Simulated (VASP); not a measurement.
# AlN (zincite) (Cmc2_1) in VASP: single point with PBEsol

Aim: the single point of AlN (zincite) with PBEsol.

All numbers are computed with VASP 6.6.1; they aren't measurements. Logs are shortened: lines on timing, memory, paths and dates and some standing lists are left out, and cuts for length are marked.

## 1. The cell of the first run

It takes space group Cmc2_1 (No. 36, orthorhombic). Conventional cell: a = 3.230 Å, b = 5.265 Å, c = 5.214 Å, α = 90.00°, β = 90.00°, γ = 90.00°. Al (site symmetry m) has 4 N at 1.91 to 1.96 Å within 2.5 Å. N (site symmetry m) has 4 Al at 1.91 to 1.96 Å within 2.5 Å.

## 2. Single point, PBEsol

Contents of INCAR:

```
ALGO = Normal ; EDIFF = 1E-7
ENCUT = 520 ; GGA = PS
ISIF = 2 ; ISMEAR = 0
LASPH = T ; LCHARG = F
LREAL = F ; LWAVE = F
NBANDS = 16 ; NELM = 100
PREC = Accurate ; SIGMA = 0.02
```

Contents of KPOINTS:

```
k-points
0
Gamma
  10 6 10
```

Contents of POSCAR:

```
AlN
1.0
    3.2300572045      0.0000000000      0.0000000000
    0.0000000000      5.2141142640      0.0000000000
    1.6150286023      0.0000000000      2.6323846220
Al N
2 2
Direct
    0.3317780180      0.4980856995      0.3364439640
    0.6682219820     -0.0019143005      0.6635560360
    0.6725292804      0.6219143005      0.6549414392
    0.3274707196      0.1219143005      0.3450585608
```

Potentials or basis: VASP PAW PBE potentials, release 64 (Al, N).

Started as:

```
$ cat potpaw_PBE.64/Al/POTCAR potpaw_PBE.64/N/POTCAR > POTCAR
$ mpirun -np 1 vasp_std > vasp.out
```

OUTCAR:

```text
EDIFF = 1E-7
   ENCUT = 520
   GGA = PS
   ISIF = 2
   ISMEAR = 0
   LASPH = T
   LREAL = F
   NELM = 100
   PREC = Accurate

 ion  position               nearest neighbor table
   1  0.332  0.498  0.336-   3 1.91   3 1.93   3 1.93   4 1.96   2 3.15   2 3.15   2 3.19   2 3.19
                             2 3.19   2 3.19
   2  0.668  0.998  0.664-   4 1.91   4 1.93   4 1.93   3 1.96   1 3.15   1 3.15   1 3.19   1 3.19
                             1 3.19   1 3.19
   3  0.673  0.622  0.655-   1 1.91   1 1.93   1 1.93   2 1.96
   4  0.327  0.122  0.345-   2 1.91   2 1.93   2 1.93   1 1.96

  LATTYP: Found a base centered orthorhombic cell.
 ALAT       =     3.2300572045
 B/A-ratio  =     1.6299306516
 C/A-ratio  =     1.6142482730

  Lattice vectors:

 A1 = (   1.6150286023,   0.0000000000,   2.6323846220)
 A2 = (   1.6150286022,   0.0000000000,  -2.6323846220)
 A3 = (   0.0000000000,   5.2141142640,   0.0000000000)

Analysis of symmetry for initial positions (statically):
=====================================================================
 Subroutine PRICEL returns:
 Original cell was already a primitive cell.

 Routine SETGRP: Setting up the symmetry group for a
 base centered orthorhombic supercell.

 Subroutine GETGRP returns: Found  4 space group operations
 (whereof  2 operations were pure point group operations)
 out of a pool of  8 trial point group operations.

The static configuration has the point symmetry C_1h.
 The point group associated with its full space group is C_2v.

Analysis of symmetry for dynamics (positions and initial velocities):
=====================================================================
 Subroutine PRICEL returns:
 Original cell was already a primitive cell.

 Routine SETGRP: Setting up the symmetry group for a
 base centered orthorhombic supercell.

 Subroutine GETGRP returns: Found  4 space group operations
 (whereof  2 operations were pure point group operations)
 out of a pool of  8 trial point group operations.

The dynamic configuration has the point symmetry C_1h.
 The point group associated with its full space group is C_2v.

 Subroutine INISYM returns: Found  4 space group operations
 (whereof  2 operations are pure point group operations),
 and found     1 'primitive' translations

[... 89 lines left out ...]
   PREC   = accura    normal or accurate (medium, high low for compatibility)
   ISTART =      0    job   : 0-new  1-cont  2-samecut
   ICHARG =      2    charge: 1-file 2-atom 10-const
   ISPIN  =      1    spin polarized calculation?
   LNONCOLLINEAR =      F non collinear calculations
   LSORBIT =      F    spin-orbit coupling
   LASPH  =      T    aspherical Exc in radial PAW
   ENCUT  =  520.0 eV  38.22 Ry    6.18 a.u.   6.01  9.69  5.74*2*pi/ulx,y,z
   NELM   =    100;   NELMIN=  2; NELMDL= -5     # of ELM steps
   EDIFF  = 0.1E-06   stopping-criterion for ELM
   LREAL  =      F    real-space projection
   EDIFFG = 0.1E-05   stopping-criterion for IOM
   NSW    =      0    number of steps for IOM
   IBRION =     -1    ionic relax: 0-MD 1-quasi-New 2-CG
   NFREE  =      0    steps in history (QN), initial steepest desc. (CG)
   ISIF   =      2    stress and relaxation
   ISYM   =      2    0-nonsym 1-usesym 2-fastsym
   POTIM  = 0.5000    time-step for ionic-motion
   TEBEG  =    0.0;   TEEND  =   0.0 temperature during run
   PSTRESS=    0.0 pullay stress
   NELECT =      16.0000    total number of electrons
   NUPDOWN=      -1.0000    fix difference up-down
   EMIN   =  10.00;   EMAX   =-10.00  energy-range for DOS
   EFERMI =   0.00;   METHOD = LEGACY
   ISMEAR =     0;   SIGMA  =   0.02  broadening in eV -4-tet -1-fermi 0-gaus
   EFERMI_NEDOS =   21; number of points for ismear=-14 and -15
   IALGO  =     38    algorithm
   IMIX   =      4    mixing-type and parameters
     AMIX     =   0.40;   BMIX     =  1.00
     AMIX_MAG =   1.60;   BMIX_MAG =  1.00
  volume/ion in A,a.u.               =      11.08        74.80
  Fermi-wavevector in a.u.,A,eV,Ry     =   1.165560  2.202590 18.483938  1.358531
  Thomas-Fermi vector in A             =   2.302085
   LORBIT       =      0    0 simple, 1 ext, 2 COOP (PROOUT), +10 PAW based schemes
   GGA     = PS    functional components
   LHFCALC =     F    Hartree Fock is set to
   AEXX    =    0.0000 exact exchange contribution
   IVDW    =     0    specifies the selected vdW correction
   LEPSILON=     F    determine dielectric tensor
   LRPA    =     F    only Hartree local field effects (RPA)
 non-spin polarized calculation
 Gauss-broadening in eV      SIGMA  =   0.02
  energy-cutoff  :      520.00
  volume of cell :       44.33
 maximum number of plane-waves:      1210
   NGX = 13   NGY = 19   NGZ = 11

 number of electron      16.0000000 magnetization

 Free energy of the ion-electron system (eV)
  ---------------------------------------------------
  ext. energy  EPLUGINS =         0.00000000
  ---------------------------------------------------
  free energy    TOTEN  =       -31.13721233 eV

  energy without entropy =      -31.13721233  energy(sigma->0) =      -31.13721233

 E-fermi :   5.7422     XC(G=0): -10.8543

 val. band max:        5.5819613896   @ k =   0.0000   0.0000   0.0000
 cond. band min:       9.0289079566   @ k =   0.0000   0.0000   0.0000
 fundamental gap:      3.4469465670
 Fermi energy:         5.7421657367

 k-point     1 :       0.0000    0.0000    0.0000
  band No.  band energies     occupation
      1      -9.3027      2.00000
      2      -7.4477      2.00000
      3      -0.4192      2.00000
      4       4.6219      2.00000
      5       5.0925      2.00000
      6       5.2295      2.00000
[... 433 lines left out ...]
      3       0.0175      2.00000
      4       0.0175      2.00000
      5       4.0327      2.00000
      6       4.0327      2.00000
[... 8 lines left out ...]
     15      18.4531      0.00000
     16      18.4531      0.00000

 [... further k-points ...]
[... 5 lines left out ...]
  --------------------------------------------------------------------------------------
  -------------------------------------------------------------------------------------
  Total       -3.7790583     -4.7284524      0.0050686      0.0000000      0.0000000      0.0000000
  in kB     -136.5696122   -170.8793190      0.1831708      0.0000000      0.0000000      0.0000000
  external PRESSURE =    -102.4219201 kB  Pullay stress =       0.0000000 kB

 VOLUME and BASIS-vectors are now :
 -----------------------------------------------------------------------------
  energy-cutoff  :      520.00
  volume of cell :       44.33
      direct lattice vectors                 reciprocal lattice vectors
     3.230057205  0.000000000  0.000000000     0.309592040  0.000000000 -0.189941848
     0.000000000  5.214114264  0.000000000     0.000000000  0.191787128  0.000000000
     1.615028602  0.000000000  2.632384622     0.000000000  0.000000000  0.379883696

 POSITION                                       TOTAL-FORCE (eV/Angst)
 -----------------------------------------------------------------------------------
      1.61503      2.59708      0.88565         0.000000     -0.002127      0.003488
      3.23006      5.20413      1.74673        -0.000000     -0.002127     -0.003488
      3.23006      3.24273      1.72406        -0.000000      0.002127     -0.003663
      1.61503      0.63568      0.90833         0.000000      0.002127      0.003663
 -----------------------------------------------------------------------------------
    total drift:                                0.000000      0.000030      0.000001

  FREE ENERGIE OF THE ION-ELECTRON SYSTEM (eV)
  ---------------------------------------------------
  free  energy   TOTEN  =       -31.1372123258 eV

  energy  without entropy=      -31.1372123258  energy(sigma->0) =      -31.13721233
```

It took 38 s on 1 thread of AMD EPYC 9R45 (Zen 5), shared host; peak memory 0.17 GiB.

What came out:

* Free energy: -31.1372 eV
* Pressure: -10.2 GPa
* Largest force: 0.004 eV/Å
* Band gap on the k mesh: 3.45 eV, direct

Forces in eV/Å, atoms in the order of the input:
```
Al   0.000 -0.002  0.003
Al   0.000 -0.002 -0.003
N    0.000  0.002 -0.004
N    0.000  0.002  0.004
```

Stress tensor (GPa, compression positive):
```
-13.66   0.00   0.00
  0.00 -17.09   0.00
  0.00   0.00   0.02
```

Caveat: the PAW data sets were made with another functional, which shifts forces and pressure a little.
